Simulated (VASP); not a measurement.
# Ag (P2_1/c) in VASP: notebook

Ag is run at these levels: PBE; tasks: single point, relaxation of cell and atoms.

Program: VASP 6.6.1. These are calculated values, not measurements. Logs are shortened: lines on timing, memory, paths and dates and some standing lists are left out, and cuts for length are marked.

## Step 1: The cell of the first run

Symmetry: P2_1/c, No. 14, monoclinic system. Conventional cell: a = 4.829 Å, b = 5.249 Å, c = 5.244 Å, α = 90.00°, β = 114.40°, γ = 90.00°. Ag (site symmetry -1) has 6 Ag at 2.63 to 2.89 Å within 3.5 Å. Ag (site symmetry 1) has 9 Ag at 2.63 to 3.47 Å within 3.5 Å.

## Step 2: Single point, PBE

The input, INCAR:

```
ALGO     = Normal         # electronic algorithm
EDIFF    = 1E-6           # SCF threshold, eV
ENCUT    = 520            # plane-wave cutoff, eV
GGA      = PE             # functional
ISIF     = 2              # what is computed and relaxed
ISMEAR   = 0              # smearing method
LASPH    = T              # aspherical terms in the spheres
LCHARG   = T              # write CHGCAR
LELF     = T              # ELF
LREAL    = F              # projectors in reciprocal space
LVHAR    = T            
LWAVE    = F              # write WAVECAR
NBANDS   = 42             # bands
NELM     = 100            # most SCF steps
PREC     = Accurate       # precision mode
SIGMA    = 0.1            # smearing width, eV
```

The input, KPOINTS:

```
k-points
0
Gamma
  4 4 4
```

The input, POSCAR:

```
Ag
1.0
    4.8292992572      0.0000000000      0.0000000000
    0.0000000000      5.2490721027      0.0000000000
   -2.1662037439      0.0000000000      4.7753710627
Ag
6
Direct
    0.0000000000      0.0000000000      0.0000000000
    0.0000000000      0.5000000000      0.5000000000
    0.4250000000      0.3600000000      0.2650000000
    0.5750000000      0.8600000000      0.2350000000
    0.5750000000      0.6400000000      0.7350000000
    0.4250000000      0.1400000000      0.7650000000
```

Potentials or basis: VASP PAW PBE potentials, release 64 (Ag).

Run with:

```sh
cat potpaw_PBE.64/Ag/POTCAR > POTCAR
mpirun -np 1 vasp_std > vasp.out
```

OUTCAR:

```text
EDIFF = 1E-6
   ENCUT = 520
   GGA = PE
   ISIF = 2
   ISMEAR = 0
   LASPH = T
   LREAL = F
   NELM = 100
   PREC = Accurate

 ion  position               nearest neighbor table
   1  0.000  0.000  0.000-   4 2.63   6 2.63   5 2.71   3 2.71   6 2.89   4 2.89
   2  0.000  0.500  0.500-   5 2.63   3 2.63   6 2.71   4 2.71   3 2.89   5 2.89
   3  0.425  0.360  0.265-   2 2.63   5 2.70   1 2.71   4 2.74   4 2.74   6 2.86   6 2.86   2 2.89
                             5 3.47
   4  0.575  0.860  0.235-   1 2.63   6 2.70   2 2.71   3 2.74   3 2.74   5 2.86   5 2.86   1 2.89
                             6 3.47
   5  0.575  0.640  0.735-   2 2.63   3 2.70   1 2.71   6 2.74   6 2.74   4 2.86   4 2.86   2 2.89
                             3 3.47
   6  0.425  0.140  0.765-   1 2.63   4 2.70   2 2.71   5 2.74   5 2.74   3 2.86   3 2.86   1 2.89
                             4 3.47

  LATTYP: Found a simple monoclinic cell.
 ALAT       =     4.8292992572
 B/A-ratio  =     1.0869221026
 C/A-ratio  =     1.0858140041
 COS(beta)  =    -0.4131043283

  Lattice vectors:

 A1 = (   4.8292992572,   0.0000000000,   0.0000000000)
 A2 = (   0.0000000000,   5.2490721027,   0.0000000000)
 A3 = (  -2.1662037439,   0.0000000000,   4.7753710627)

Analysis of symmetry for initial positions (statically):
=====================================================================
 Subroutine PRICEL returns:
 Original cell was already a primitive cell.

 Routine SETGRP: Setting up the symmetry group for a
 simple monoclinic supercell.

 Subroutine GETGRP returns: Found  4 space group operations
 (whereof  2 operations were pure point group operations)
 out of a pool of  4 trial point group operations.

The static configuration has the point symmetry S_2 .
 The point group associated with its full space group is C_2h.

Analysis of symmetry for dynamics (positions and initial velocities):
=====================================================================
 Subroutine PRICEL returns:
 Original cell was already a primitive cell.

 Routine SETGRP: Setting up the symmetry group for a
 simple monoclinic supercell.

 Subroutine GETGRP returns: Found  4 space group operations
 (whereof  2 operations were pure point group operations)
 out of a pool of  4 trial point group operations.

The dynamic configuration has the point symmetry S_2 .
 The point group associated with its full space group is C_2h.

 Subroutine INISYM returns: Found  4 space group operations
 (whereof  2 operations are pure point group operations),
 and found     1 'primitive' translations

----------------------------------------------------------------------------------------

                                     Primitive cell

  volume of cell :     121.0525

  direct lattice vectors                    reciprocal lattice vectors
     4.829299257  0.000000000  0.000000000     0.207069379  0.000000000  0.093930809
     0.000000000  5.249072103  0.000000000     0.000000000  0.190509862  0.000000000
    -2.166203744  0.000000000  4.775371063     0.000000000  0.000000000  0.209407811

  length of vectors
     4.829299257  5.249072103  5.243720764     0.227377934  0.190509862  0.209407811

  position of ions in fractional coordinates (direct lattice)
     0.000000000  0.000000000  0.000000000
     0.000000000  0.500000000  0.500000000
     0.425000000  0.360000000  0.265000000
     0.575000000  0.860000000  0.235000000
     0.575000000  0.640000000  0.735000000
     0.425000000  0.140000000  0.765000000

  ion indices of the primitive-cell ions
   primitive index   ion index
                 1           1
                 2           2
                 3           3
                 4           4
                 5           5
                 6           6

----------------------------------------------------------------------------------------

 KPOINTS: k-points

Automatic generation of k-mesh.
 Grid dimensions read from file:
 generate k-points for:    4    4    4

 Generating k-lattice:

  Cartesian coordinates                     Fractional coordinates (reciprocal lattice)
     0.051767345  0.000000000  0.023482702     0.250000000  0.000000000  0.000000000
     0.000000000  0.047627465  0.000000000     0.000000000  0.250000000  0.000000000
     0.000000000  0.000000000  0.052351953     0.000000000  0.000000000  0.250000000

  Length of vectors
     0.056844483  0.047627465  0.052351953

  Shift w.r.t. Gamma in fractional coordinates (k-lattice)
     0.000000000  0.000000000  0.000000000

 Subroutine IBZKPT returns following result:
 ===========================================

 Found     30 irreducible k-points:

 Following reciprocal coordinates:
            Coordinates               Weight
  0.000000  0.000000  0.000000      1.000000
  0.250000  0.000000  0.000000      2.000000
  0.500000  0.000000  0.000000      1.000000
  0.000000  0.250000  0.000000      2.000000
  0.250000  0.250000  0.000000      4.000000
  0.500000  0.250000  0.000000      2.000000
[... 16 lines left out ...]
  0.250000  0.000000  0.500000      2.000000
  0.500000  0.000000  0.500000      1.000000
 [... further k-points ...]
   k-points           NKPTS =     30   k-points in BZ     NKDIM =     30   number of bands    NBANDS=     42
   number of dos      NEDOS =    301   number of ions     NIONS =      6
   total plane-waves  NPLWV =  57600
   dimension x,y,z NGX =    36 NGY =   40 NGZ =   40
   dimension x,y,z NGXF=    72 NGYF=   80 NGZF=   80
   ions per type =               6
   NGX,Y,Z   is equivalent  to a cutoff of  12.39, 12.67, 12.68 a.u.
   NGXF,Y,Z  is equivalent  to a cutoff of  24.79, 25.34, 25.36 a.u.
 SYSTEM =  unknown system
   PREC   = accura    normal or accurate (medium, high low for compatibility)
   ISTART =      0    job   : 0-new  1-cont  2-samecut
   ICHARG =      2    charge: 1-file 2-atom 10-const
   ISPIN  =      1    spin polarized calculation?
   LNONCOLLINEAR =      F non collinear calculations
   LSORBIT =      F    spin-orbit coupling
   LASPH  =      T    aspherical Exc in radial PAW
   ENCUT  =  520.0 eV  38.22 Ry    6.18 a.u.   8.98  9.76  9.75*2*pi/ulx,y,z
   NELM   =    100;   NELMIN=  2; NELMDL= -5     # of ELM steps
   EDIFF  = 0.1E-05   stopping-criterion for ELM
   LREAL  =      F    real-space projection
   EDIFFG = 0.1E-04   stopping-criterion for IOM
   NSW    =      0    number of steps for IOM
   IBRION =     -1    ionic relax: 0-MD 1-quasi-New 2-CG
   NFREE  =      0    steps in history (QN), initial steepest desc. (CG)
   ISIF   =      2    stress and relaxation
   ISYM   =      2    0-nonsym 1-usesym 2-fastsym
   POTIM  = 0.5000    time-step for ionic-motion
   TEBEG  =    0.0;   TEEND  =   0.0 temperature during run
   PSTRESS=    0.0 pullay stress
   NELECT =      66.0000    total number of electrons
   NUPDOWN=      -1.0000    fix difference up-down
   EMIN   =  10.00;   EMAX   =-10.00  energy-range for DOS
   EFERMI =   0.00;   METHOD = LEGACY
   ISMEAR =     0;   SIGMA  =   0.10  broadening in eV -4-tet -1-fermi 0-gaus
   EFERMI_NEDOS =   21; number of points for ismear=-14 and -15
   IALGO  =     38    algorithm
   IMIX   =      4    mixing-type and parameters
     AMIX     =   0.40;   BMIX     =  1.00
     AMIX_MAG =   1.60;   BMIX_MAG =  1.00
  volume/ion in A,a.u.               =      20.18       136.15
  Fermi-wavevector in a.u.,A,eV,Ry     =   1.337411  2.527340 24.336307  1.788668
  Thomas-Fermi vector in A             =   2.465962
   LORBIT       =      0    0 simple, 1 ext, 2 COOP (PROOUT), +10 PAW based schemes
   GGA     = PE    functional components
   LHFCALC =     F    Hartree Fock is set to
   AEXX    =    0.0000 exact exchange contribution
   IVDW    =     0    specifies the selected vdW correction
   LEPSILON=     F    determine dielectric tensor
   LRPA    =     F    only Hartree local field effects (RPA)
 non-spin polarized calculation
 Gauss-broadening in eV      SIGMA  =   0.10
  energy-cutoff  :      520.00
  volume of cell :      121.05
 maximum number of plane-waves:      3288
   NGX = 17   NGY = 19   NGZ = 19

 number of electron      66.0000001 magnetization

 Free energy of the ion-electron system (eV)
  ---------------------------------------------------
  ext. energy  EPLUGINS =         0.00000000
  ---------------------------------------------------
  free energy    TOTEN  =       -14.49257506 eV

  energy without entropy =      -14.48718574  energy(sigma->0) =      -14.48988040

 E-fermi :   6.1767     XC(G=0): -11.0655

 val. band max:        6.0165769657   @ k =   0.2500   0.2500   0.5000
 cond. band min:       6.2005077880   @ k =   0.2500   0.2500   0.0000
 fundamental gap:      0.1839308223
 Fermi energy:         6.1766776102

 k-point     1 :       0.0000    0.0000    0.0000
  band No.  band energies     occupation
      1      -0.8161      2.00000
      2       0.5585      2.00000
      3       0.7350      2.00000
      4       0.7781      2.00000
      5       0.8812      2.00000
      6       1.0123      2.00000
[... 34 lines left out ...]
     41      13.3642      0.00000
     42      15.3448      0.00000

 k-point     2 :       0.2500    0.0000    0.0000
  band No.  band energies     occupation
      1      -0.4041      2.00000
      2       0.1386      2.00000
      3       0.6886      2.00000
      4       0.7590      2.00000
      5       0.9581      2.00000
      6       1.1115      2.00000
[... 34 lines left out ...]
     41      13.3262      0.00000
     42      13.6214      0.00000

 k-point     3 :       0.5000    0.0000    0.0000
  band No.  band energies     occupation
      1      -0.1659      2.00000
      2       0.1582      2.00000
      3       0.4172      2.00000
      4       0.5223      2.00000
      5       1.0457      2.00000
      6       1.1525      2.00000
[... 34 lines left out ...]
     41      13.2741      0.00000
     42      13.6648      0.00000

 k-point     4 :       0.0000    0.2500    0.0000
  band No.  band energies     occupation
      1      -0.4899      2.00000
      2       0.4315      2.00000
      3       0.7474      2.00000
      4       0.8205      2.00000
      5       0.8802      2.00000
      6       1.0752      2.00000
[... 844 lines left out ...]
     41      14.7841      0.00000
     42      14.7841      0.00000

 k-point    23 :       0.2500    0.0000    0.5000
  band No.  band energies     occupation
      1      -0.2748      2.00000
      2       0.3852      2.00000
      3       0.5948      2.00000
      4       0.6071      2.00000
      5       0.9443      2.00000
      6       1.0814      2.00000
[... 34 lines left out ...]
     41      13.0623      0.00000
     42      15.1679      0.00000

 k-point    24 :       0.5000    0.0000    0.5000
  band No.  band energies     occupation
      1       0.0381      2.00000
      2       0.0381      2.00000
      3       0.6813      2.00000
      4       0.6813      2.00000
      5       0.7645      2.00000
      6       0.7645      2.00000
[... 34 lines left out ...]
     41      14.3780      0.00000
     42      14.3780      0.00000

 [... further k-points ...]
[... 5 lines left out ...]
  --------------------------------------------------------------------------------------
  -------------------------------------------------------------------------------------
  Total        5.7979438      5.4761811      1.2882471      0.0000000      0.0000000      3.7073023
  in kB       76.7380585     72.4794027     17.0504549      0.0000000      0.0000000     49.0675991
  external PRESSURE =      55.4226387 kB  Pullay stress =       0.0000000 kB

 VOLUME and BASIS-vectors are now :
 -----------------------------------------------------------------------------
  energy-cutoff  :      520.00
  volume of cell :      121.05
      direct lattice vectors                 reciprocal lattice vectors
     4.829299257  0.000000000  0.000000000     0.207069379  0.000000000  0.093930809
     0.000000000  5.249072103  0.000000000     0.000000000  0.190509862  0.000000000
    -2.166203744  0.000000000  4.775371063     0.000000000  0.000000000  0.209407811

 POSITION                                       TOTAL-FORCE (eV/Angst)
 -----------------------------------------------------------------------------------
      0.00000      0.00000      0.00000        -0.000000      0.000000      0.000000
     -1.08310      2.62454      2.38769        -0.000000      0.000000      0.000000
      1.47841      1.88967      1.26547        -0.443211     -0.071017     -0.675623
      2.26779      4.51420      1.12221         0.443211     -0.071017      0.675623
      1.18469      3.35941      3.50990         0.443211      0.071017      0.675623
      0.39531      0.73487      3.65316        -0.443211      0.071017     -0.675623
 -----------------------------------------------------------------------------------
    total drift:                                0.000000     -0.000000     -0.000000

  FREE ENERGIE OF THE ION-ELECTRON SYSTEM (eV)
  ---------------------------------------------------
  free  energy   TOTEN  =       -14.4925750586 eV

  energy  without entropy=      -14.4871857389  energy(sigma->0) =      -14.48988040
```

Run time: 52 s. Hardware: 1 thread of Intel Xeon 6975P-C (Granite Rapids), shared host; peak memory 0.28 GiB.

What came out:

* Free energy: -14.4926 eV
* Pressure: 5.5 GPa
* Largest force: 0.811 eV/Å
* Band gap on the k mesh: zero (band 33 reaches 9.38 eV, above the bottom of band 34 at 4.41 eV)

Forces on the atoms (eV/Å):
```
Ag   0.000  0.000  0.000
Ag   0.000  0.000  0.000
Ag  -0.443 -0.071 -0.676
Ag   0.443 -0.071  0.676
Ag   0.443  0.071  0.676
Ag  -0.443  0.071 -0.676
```

Levels at points of the mesh, in eV from the Fermi level:
| k point | band 29 | band 30 | band 31 | band 32 | band 33 | band 34 | band 35 | band 36 | band 37 | band 38 |
| --- | --- | --- | --- | --- | --- | --- | --- | --- | --- | --- |
| (0.00, 0.00, 0.00) | -2.81 | -2.56 | -2.15 | 0.41 | 0.47 | 2.47 | 2.59 | 2.70 | 4.32 | 4.68 |
| (0.50, 0.00, 0.00) | -2.74 | -2.50 | -2.45 | -1.99 | -0.33 | 1.83 | 2.22 | 2.89 | 3.72 | 4.77 |
| (0.00, 0.50, 0.00) | -2.91 | -2.91 | -2.64 | -2.64 | 3.20 | 3.20 | 3.82 | 3.82 | 4.30 | 4.30 |
| (0.50, 0.50, 0.00) | -2.59 | -2.59 | -1.86 | -1.86 | -1.01 | -1.01 | 2.21 | 2.21 | 3.38 | 3.38 |
| (0.00, 0.00, 0.50) | -2.87 | -2.87 | -2.62 | -2.62 | 1.24 | 1.24 | 2.54 | 2.54 | 4.03 | 4.03 |
| (0.50, 0.00, 0.50) | -2.64 | -2.64 | -2.30 | -2.30 | 0.04 | 0.04 | 2.60 | 2.60 | 4.29 | 4.29 |
| (0.00, 0.50, 0.50) | -2.36 | -2.36 | -1.93 | -1.93 | -1.77 | -1.77 | 2.45 | 2.45 | 5.03 | 5.03 |
| (0.50, 0.50, 0.50) | -2.46 | -2.46 | -1.80 | -1.80 | -1.26 | -1.26 | 1.74 | 1.74 | 2.90 | 2.90 |

## Step 3: Relaxation of cell and atoms, PBE

The input, INCAR:

```
SYSTEM = Ag
  PREC = Accurate
  ENCUT = 600
  EDIFF = 1E-7
  ISMEAR = 0
  SIGMA = 0.1
  LREAL = .False.
  LASPH = .True.
  NELM = 100
  ALGO = Normal
  ISIF = 3
  LWAVE = .False.
  LCHARG = .False.
  GGA = PE
  IBRION = 2
  NSW = 90
  EDIFFG = -0.04
```

The input, KPOINTS:

```
Automatic mesh
0
Gamma
  4 4 4
  0 0 0
```

POSCAR is that of step 2.

Potentials or basis: VASP PAW PBE potentials, release 64 (Ag).

Run with:

```sh
cat potpaw_PBE.64/Ag/POTCAR > POTCAR
mpirun -np 1 vasp_std > vasp.out
```

It took 58 min on 1 thread of Intel Xeon Platinum 8259CL at 2.50GHz (Skylake/Cascade Lake), shared host; peak memory 0.34 GiB.

Results (log left out):

```
Free energy                            : -16.1542 eV
Relaxed volume                         : 18.04 Å³/atom
Relaxed cell                           : a = 5.132 Å, b = 4.872 Å, c = 4.969 Å, α = 90.00°, β = 119.39°, γ = 90.00°
Space group after relaxing (to 0.05 Å) : Fmmm (No. 69)
Energy gained by relaxing              : 277.0 meV/atom
Ionic steps                            : 39
Pressure after relaxing                : 0.0 GPa
Largest force after relaxing           : 0.027 eV/Å
Band gap on the k mesh                 : zero (band 33 reaches 11.73 eV, above the bottom of band 34 at 5.82 eV)
```

Forces on the atoms (eV/Å):
```
Ag   0.000  0.000  0.000
Ag   0.000  0.000  0.000
Ag   0.017  0.021  0.001
Ag  -0.017  0.021 -0.001
Ag  -0.017 -0.021 -0.001
Ag   0.017 -0.021  0.001
```

Stress tensor (GPa, compression positive):
```
-0.20  0.00  0.14
 0.00  0.01  0.00
 0.14  0.00  0.10
```

Step by step:
| step | energy change (eV) | largest force (eV/Å) | pressure (GPa) | volume (Å³) |
| --- | --- | --- | --- | --- |
| 1 | 0.0000 | 0.8112 | 5.53 | 121.05 |
| 2 | -0.3371 | 0.2841 | -2.70 | 133.50 |
| 3 | -0.3421 | 0.3233 | -1.93 | 131.82 |
| 4 | -0.4445 | 0.4052 | -0.98 | 128.70 |
| 5 | -0.4830 | 0.5239 | 0.24 | 125.85 |
| 6 | -0.5530 | 0.5173 | 0.06 | 125.10 |
| 7 | -0.7329 | 0.4467 | -0.27 | 122.86 |
| 8 | -0.4029 | 1.5020 | 2.73 | 118.32 |
| 9 | -0.7669 | 0.3928 | -0.20 | 122.13 |
| 10 | -0.7797 | 0.2989 | 0.18 | 120.74 |
| 11 | -0.7865 | 0.3133 | -0.04 | 121.31 |
| 12 | -0.8670 | 0.2984 | -0.26 | 120.49 |
| 13 | -0.9100 | 0.6243 | -0.05 | 119.00 |
| 14 | -1.0094 | 0.5530 | -0.34 | 118.07 |
| 15 | -1.1069 | 0.4101 | -0.22 | 115.93 |
| 16 | -1.2135 | 0.2185 | -0.16 | 114.61 |
| 17 | -1.2195 | 0.1693 | 0.01 | 114.21 |
| 18 | -1.2735 | 0.1810 | -0.31 | 113.91 |
| 19 | -1.2960 | 0.1927 | -0.38 | 113.58 |
| 20 | -1.2981 | 0.1973 | -0.36 | 113.43 |
| 21 | -1.3241 | 0.2142 | 0.42 | 111.81 |
| 22 | -1.3514 | 0.2799 | 2.33 | 108.45 |
| 23 | -1.2700 | 0.5467 | 8.33 | 101.80 |
| 24 | -1.3497 | 0.3080 | 2.94 | 107.64 |
| 25 | -1.3550 | 0.3129 | 2.94 | 107.58 |
| 26 | -1.3709 | 0.3282 | 2.92 | 107.40 |
| 27 | -1.4036 | 0.3578 | 2.94 | 107.04 |
| 28 | -1.4617 | 0.3985 | 3.09 | 106.28 |
| 29 | -1.4874 | 0.5385 | 4.26 | 104.67 |
| 30 | -1.4966 | 0.4600 | 3.59 | 105.35 |
| 31 | -1.5457 | 0.4080 | 2.10 | 106.71 |
| 32 | -1.5953 | 0.2886 | -1.58 | 110.84 |
| 33 | -1.5963 | 0.2997 | -1.20 | 110.35 |
| 34 | -1.6134 | 0.2630 | -1.03 | 109.99 |
| 35 | -1.6490 | 0.1538 | -0.43 | 108.91 |
| 36 | -1.6464 | 0.0651 | 1.34 | 106.70 |
| 37 | -1.6607 | 0.0569 | 0.26 | 107.93 |
| 38 | -1.6608 | 0.0462 | 0.35 | 107.82 |
| 39 | -1.6620 | 0.0275 | -0.03 | 108.26 |

Final structure:
```yaml
crystal:
  lattice:
    - [5.13114, 0.00000, -0.08782]
    - [0.00000, 4.87243, 0.00000]
    - [-2.36454, 0.00000, 4.37060]
  atoms:
    - { symbol: Ag, position: [0.00000, 0.00000, 0.00000] }
    - { symbol: Ag, position: [0.00000, 0.50000, 0.50000] }
    - { symbol: Ag, position: [0.33287, 0.49794, 0.16670] }
    - { symbol: Ag, position: [0.66713, 0.99794, 0.33330] }
    - { symbol: Ag, position: [0.66713, 0.50206, 0.83330] }
    - { symbol: Ag, position: [0.33287, 0.00206, 0.66670] }
```

Levels at points of the mesh, in eV from the Fermi level:
```
           k point  band 31  band 32  band 33  band 34  band 35  band 36
(0.00, 0.00, 0.00)    -2.67    -0.39     2.72     2.73     3.07     3.36
(0.50, 0.00, 0.00)    -2.73    -2.70    -0.58     2.69     3.60     3.61
(0.00, 0.50, 0.00)    -2.99    -2.99     4.04     4.04     4.05     4.05
(0.50, 0.50, 0.00)    -1.70    -1.70    -1.69    -1.69     2.34     2.34
(0.00, 0.00, 0.50)    -2.91    -2.91     0.70     0.70     3.37     3.37
(0.50, 0.00, 0.50)    -2.90    -2.90     0.77     0.77     3.34     3.34
(0.00, 0.50, 0.50)    -1.85    -1.85    -1.85    -1.85     0.40     0.40
(0.50, 0.50, 0.50)    -1.86    -1.86    -1.86    -1.86     0.47     0.47
```
